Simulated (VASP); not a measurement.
# Bi2B3Br in VASP: single point with PBE

Aim: the single point of Bi2B3Br with PBE.

All numbers are computed with VASP 6.6.1; they aren't measurements. Logs are shortened: lines on timing, memory, paths and dates and some standing lists are left out, and cuts for length are marked.

## (1) The cell of the first run

The typed cell holds 6 atoms: a = 6.326 Å, b = 6.326 Å, c = 3.601 Å, α = 90.00°, β = 90.00°, γ = 120.00°.

## (2) Single point, PBE

File INCAR:

```
SYSTEM = Bi2B3Br
PREC     = Accurate       ! precision mode
ENCUT    = 520            ! plane-wave cutoff, eV
EDIFF    = 1E-6           ! SCF threshold, eV
ISMEAR   = 0              ! smearing method
SIGMA    = 0.1            ! smearing width, eV
LREAL    = .FALSE.        ! projectors in reciprocal space
LASPH    = .TRUE.         ! aspherical terms in the spheres
NELM     = 80             ! most SCF steps
ALGO     = Normal         ! electronic algorithm
ISIF     = 2              ! what is computed and relaxed
LWAVE    = .FALSE.        ! write WAVECAR
LCHARG   = .FALSE.        ! write CHGCAR
GGA      = PE             ! functional
NBANDS   = 32             ! bands
```

File KPOINTS:

```
Automatic mesh
0
G
  12 12 10
  0 0 0
```

File POSCAR:

```
Bi2B3Br
1.0
    6.3255754084      0.0000000000      0.0000000000
   -3.1627877042      5.4781089972      0.0000000000
    0.0000000000      0.0000000000      3.6010750477
B Bi Br
3 2 1
Direct
    0.0000000000      0.5000000000      1.0283470372
    0.5000000000      0.0000000000      1.0283470372
    0.5000000000      0.5000000000      1.0283470372
    0.6666666667      0.3333333333      0.5283414241
    0.3333333333      0.6666666667      0.5283414241
    0.0000000000      0.0000000000      0.0282709502
```

Potentials or basis: VASP PAW PBE potentials, release 64 (B, Bi_d, Br).

On the command line:

```bash
cat potpaw_PBE.64/B/POTCAR potpaw_PBE.64/Bi_d/POTCAR potpaw_PBE.64/Br/POTCAR > POTCAR
mpirun -np 1 vasp_std > vasp.out
```

OUTCAR:

```text
SYSTEM = Bi2B3Br
   PREC = Accurate
   ENCUT = 520
   EDIFF = 1E-6
   ISMEAR = 0
   LREAL = .FALSE.
   LASPH = .TRUE.
   NELM = 80
   ISIF = 2
   GGA = PE

 ion  position               nearest neighbor table
   1  0.000  0.500  0.028-   4 2.56   5 2.56   4 2.56   5 2.56
   2  0.500  0.000  0.028-   4 2.56   5 2.56   4 2.56   5 2.56
   3  0.500  0.500  0.028-   4 2.56   5 2.56   4 2.56   5 2.56
   4  0.667  0.333  0.528-   2 2.56   1 2.56   3 2.56   2 2.56   1 2.56   3 2.56   5 3.65   5 3.65
                             5 3.65
   5  0.333  0.667  0.528-   2 2.56   1 2.56   3 2.56   2 2.56   1 2.56   3 2.56   4 3.65   4 3.65
                             4 3.65
   6  0.000  0.000  0.028-

  LATTYP: Found a hexagonal cell.
 ALAT       =     6.3255754084
 C/A-ratio  =     0.5692881383

  Lattice vectors:

 A1 = (   6.3255754084,   0.0000000000,   0.0000000000)
 A2 = (  -3.1627877042,   5.4781089972,   0.0000000000)
 A3 = (   0.0000000000,   0.0000000000,   3.6010750477)

Analysis of symmetry for initial positions (statically):
=====================================================================
 Subroutine PRICEL returns:
 Original cell was already a primitive cell.

 Routine SETGRP: Setting up the symmetry group for a
 hexagonal supercell.

 Subroutine GETGRP returns: Found 12 space group operations
 (whereof 12 operations were pure point group operations)
 out of a pool of 24 trial point group operations.

The static configuration has the point symmetry C_6v.

Analysis of symmetry for dynamics (positions and initial velocities):
=====================================================================
 Subroutine PRICEL returns:
 Original cell was already a primitive cell.

 Routine SETGRP: Setting up the symmetry group for a
 hexagonal supercell.

 Subroutine GETGRP returns: Found 12 space group operations
 (whereof 12 operations were pure point group operations)
 out of a pool of 24 trial point group operations.

The dynamic configuration has the point symmetry C_6v.

 Subroutine INISYM returns: Found 12 space group operations
 (whereof 12 operations are pure point group operations),
 and found     1 'primitive' translations

----------------------------------------------------------------------------------------

                                     Primitive cell

  volume of cell :     124.7851

  direct lattice vectors                    reciprocal lattice vectors
     6.325575408  0.000000000  0.000000000     0.158088385  0.091272372  0.000000000
    -3.162787704  5.478108997  0.000000000     0.000000000  0.182544743  0.000000000
     0.000000000  0.000000000  3.601075048     0.000000000  0.000000000  0.277694851

  length of vectors
     6.325575408  6.325575408  3.601075048     0.182544743  0.182544743  0.277694851

  position of ions in fractional coordinates (direct lattice)
     1.000000000  0.500000000  0.028347037
     0.500000000  0.000000000  0.028347037
     0.500000000  0.500000000  0.028347037
     0.666666667  0.333333333  0.528341424
     0.333333333  0.666666667  0.528341424
     0.000000000  0.000000000  0.028270950

  ion indices of the primitive-cell ions
   primitive index   ion index
                 1           1
                 2           2
                 3           3
                 4           4
                 5           5
                 6           6

----------------------------------------------------------------------------------------

 KPOINTS: Automatic mesh

Automatic generation of k-mesh.
 Grid dimensions read from file:
 generate k-points for:   12   12   10

 Generating k-lattice:

  Cartesian coordinates                     Fractional coordinates (reciprocal lattice)
     0.013174032  0.007606031  0.000000000     0.083333333 -0.000000000  0.000000000
     0.000000000  0.015212062  0.000000000     0.000000000  0.083333333  0.000000000
     0.000000000  0.000000000  0.027769485     0.000000000  0.000000000  0.100000000

  Length of vectors
     0.015212062  0.015212062  0.027769485

  Shift w.r.t. Gamma in fractional coordinates (k-lattice)
     0.000000000  0.000000000  0.000000000

 Subroutine IBZKPT returns following result:
 ===========================================

 Found    114 irreducible k-points:

 Following reciprocal coordinates:
            Coordinates               Weight
  0.000000  0.000000  0.000000      1.000000
  0.083333  0.000000  0.000000      6.000000
  0.166667  0.000000  0.000000      6.000000
  0.250000  0.000000  0.000000      6.000000
  0.333333  0.000000  0.000000      6.000000
  0.416667  0.000000  0.000000      6.000000
[... 16 lines left out ...]
  0.250000  0.000000  0.100000     12.000000
  0.333333  0.000000  0.100000     12.000000
 [... further k-points ...]
   k-points           NKPTS =    114   k-points in BZ     NKDIM =    114   number of bands    NBANDS=     32
   number of dos      NEDOS =    301   number of ions     NIONS =      6
   total plane-waves  NPLWV =  64512
   dimension x,y,z NGX =    48 NGY =   48 NGZ =   28
   dimension x,y,z NGXF=    96 NGYF=   96 NGZF=   56
   ions per type =               3   2   1
   NGX,Y,Z   is equivalent  to a cutoff of  12.62, 12.62, 12.93 a.u.
   NGXF,Y,Z  is equivalent  to a cutoff of  25.23, 25.23, 25.85 a.u.
 SYSTEM =  Bi2B3Br
   PREC   = accura    normal or accurate (medium, high low for compatibility)
   ISTART =      0    job   : 0-new  1-cont  2-samecut
   ICHARG =      2    charge: 1-file 2-atom 10-const
   ISPIN  =      1    spin polarized calculation?
   LNONCOLLINEAR =      F non collinear calculations
   LSORBIT =      F    spin-orbit coupling
   LASPH  =      T    aspherical Exc in radial PAW
   ENCUT  =  520.0 eV  38.22 Ry    6.18 a.u.  11.76 11.76  6.70*2*pi/ulx,y,z
   NELM   =     80;   NELMIN=  2; NELMDL= -5     # of ELM steps
   EDIFF  = 0.1E-05   stopping-criterion for ELM
   LREAL  =      F    real-space projection
   EDIFFG = 0.1E-04   stopping-criterion for IOM
   NSW    =      0    number of steps for IOM
   IBRION =     -1    ionic relax: 0-MD 1-quasi-New 2-CG
   NFREE  =      0    steps in history (QN), initial steepest desc. (CG)
   ISIF   =      2    stress and relaxation
   ISYM   =      2    0-nonsym 1-usesym 2-fastsym
   POTIM  = 0.5000    time-step for ionic-motion
   TEBEG  =    0.0;   TEEND  =   0.0 temperature during run
   PSTRESS=    0.0 pullay stress
   NELECT =      46.0000    total number of electrons
   NUPDOWN=      -1.0000    fix difference up-down
   EMIN   =  10.00;   EMAX   =-10.00  energy-range for DOS
   EFERMI =   0.00;   METHOD = LEGACY
   ISMEAR =     0;   SIGMA  =   0.10  broadening in eV -4-tet -1-fermi 0-gaus
   EFERMI_NEDOS =   21; number of points for ismear=-14 and -15
   IALGO  =     38    algorithm
   IMIX   =      4    mixing-type and parameters
     AMIX     =   0.40;   BMIX     =  1.00
     AMIX_MAG =   1.60;   BMIX_MAG =  1.00
  volume/ion in A,a.u.               =      20.80       140.35
  Fermi-wavevector in a.u.,A,eV,Ry     =   1.173833  2.218224 18.747263  1.377885
  Thomas-Fermi vector in A             =   2.310240
   LORBIT       =      0    0 simple, 1 ext, 2 COOP (PROOUT), +10 PAW based schemes
   GGA     = PE    functional components
   LHFCALC =     F    Hartree Fock is set to
   AEXX    =    0.0000 exact exchange contribution
   IVDW    =     0    specifies the selected vdW correction
   LEPSILON=     F    determine dielectric tensor
   LRPA    =     F    only Hartree local field effects (RPA)
 non-spin polarized calculation
 Gauss-broadening in eV      SIGMA  =   0.10
  energy-cutoff  :      520.00
  volume of cell :      124.79
 maximum number of plane-waves:      3402
 NGX is ok and might be reduce to    48
   NGX = 23   NGY = 23   NGZ = 13

 number of electron      46.0000004 magnetization

 Free energy of the ion-electron system (eV)
  ---------------------------------------------------
  ext. energy  EPLUGINS =         0.00000000
  ---------------------------------------------------
  free energy    TOTEN  =       -20.85223622 eV

  energy without entropy =      -20.84349132  energy(sigma->0) =      -20.84786377

 E-fermi :   5.0730     XC(G=0):  -9.8024

 val. band max:        5.0575045245   @ k =   0.2500   0.0833   0.0000
 cond. band min:       5.0834041714   @ k =   0.3333   0.0000   0.0000
 fundamental gap:      0.0258996469
 Fermi energy:         5.0730054715

 k-point     1 :       0.0000    0.0000    0.0000
  band No.  band energies     occupation
      1     -17.7666      2.00000
      2     -17.7642      2.00000
      3     -17.7642      2.00000
      4     -17.7338      2.00000
      5     -17.7216      2.00000
      6     -17.7216      2.00000
[... 24 lines left out ...]
     31       9.0201      0.00000
     32      10.1630      0.00000

 k-point     2 :       0.0833    0.0000    0.0000
  band No.  band energies     occupation
      1     -17.7668      2.00000
      2     -17.7655      2.00000
      3     -17.7649      2.00000
      4     -17.7335      2.00000
      5     -17.7210      2.00000
      6     -17.7202      2.00000
[... 24 lines left out ...]
     31       9.1379      0.00000
     32      10.2500      0.00000

 k-point     3 :       0.1667    0.0000    0.0000
  band No.  band energies     occupation
      1     -17.7686      2.00000
      2     -17.7684      2.00000
      3     -17.7655      2.00000
      4     -17.7331      2.00000
      5     -17.7193      2.00000
      6     -17.7169      2.00000
[... 24 lines left out ...]
     31       9.3859      0.00000
     32      10.4766      0.00000

 k-point     4 :       0.2500    0.0000    0.0000
  band No.  band energies     occupation
      1     -17.7724      2.00000
      2     -17.7713      2.00000
      3     -17.7652      2.00000
      4     -17.7329      2.00000
      5     -17.7169      2.00000
      6     -17.7130      2.00000
[... 24 lines left out ...]
     31       9.6318      0.00000
     32      10.7638      0.00000

 k-point     5 :       0.3333    0.0000    0.0000
  band No.  band energies     occupation
      1     -17.7758      2.00000
      2     -17.7740      2.00000
      3     -17.7647      2.00000
      4     -17.7330      2.00000
      5     -17.7145      2.00000
      6     -17.7095      2.00000
[... 584 lines left out ...]
     31      10.3764      0.00000
     32      10.5554      0.00000

 k-point    22 :       0.1667    0.0000    0.1000
  band No.  band energies     occupation
      1     -17.7682      2.00000
      2     -17.7663      2.00000
      3     -17.7552      2.00000
      4     -17.7216      2.00000
      5     -17.7176      2.00000
      6     -17.7165      2.00000
[... 24 lines left out ...]
     31      10.5761      0.00000
     32      10.8382      0.00000

 k-point    23 :       0.2500    0.0000    0.1000
  band No.  band energies     occupation
      1     -17.7720      2.00000
      2     -17.7688      2.00000
      3     -17.7552      2.00000
      4     -17.7221      2.00000
      5     -17.7145      2.00000
      6     -17.7126      2.00000
[... 24 lines left out ...]
     31      10.5622      0.00000
     32      11.1520      0.00000

 k-point    24 :       0.3333    0.0000    0.1000
  band No.  band energies     occupation
      1     -17.7753      2.00000
      2     -17.7713      2.00000
      3     -17.7550      2.00000
      4     -17.7226      2.00000
      5     -17.7118      2.00000
      6     -17.7109      2.00000
[... 24 lines left out ...]
     31      10.4787      0.00000
     32      11.3427      0.00000

 [... further k-points ...]
[... 5 lines left out ...]
  --------------------------------------------------------------------------------------
  -------------------------------------------------------------------------------------
  Total       -0.0002073     -0.0002073      0.0131291     -0.0000000      0.0000000      0.0000000
  in kB       -0.0026621     -0.0026621      0.1685704     -0.0000000      0.0000000      0.0000000
  external PRESSURE =       0.0544154 kB  Pullay stress =       0.0000000 kB

 VOLUME and BASIS-vectors are now :
 -----------------------------------------------------------------------------
  energy-cutoff  :      520.00
  volume of cell :      124.79
      direct lattice vectors                 reciprocal lattice vectors
     6.325575408  0.000000000  0.000000000     0.158088385  0.091272372  0.000000000
    -3.162787704  5.478108997  0.000000000     0.000000000  0.182544743  0.000000000
     0.000000000  0.000000000  3.601075048     0.000000000  0.000000000  0.277694851

 POSITION                                       TOTAL-FORCE (eV/Angst)
 -----------------------------------------------------------------------------------
     -1.58139      2.73905      0.10208         0.000000      0.000000     -0.000141
      3.16279      0.00000      0.10208         0.000000      0.000000     -0.000141
      1.58139      2.73905      0.10208        -0.000000      0.000000     -0.000141
      3.16279      1.82604      1.90260        -0.000000      0.000000      0.000092
     -0.00000      3.65207      1.90260         0.000000     -0.000000      0.000092
      0.00000      0.00000      0.10181         0.000000      0.000000      0.000238
 -----------------------------------------------------------------------------------
    total drift:                                0.000000      0.000000      0.000210

  FREE ENERGIE OF THE ION-ELECTRON SYSTEM (eV)
  ---------------------------------------------------
  free  energy   TOTEN  =       -20.8522362152 eV

  energy  without entropy=      -20.8434913250  energy(sigma->0) =      -20.84786377
```

Run time: 5.7 min. Hardware: 1 thread of Intel Xeon 6975P-C, shared host; peak memory 0.53 GiB.

What came out:

| Quantity | Value |
| --- | --- |
| Free energy | -20.8522 eV |
| Pressure | 0.0 GPa |
| Band gap on the k mesh | zero (band 23 reaches 6.48 eV, above the bottom of band 24 at 4.18 eV) |

Caveat: spin-orbit coupling is left out, which moves the levels of the heavy elements.
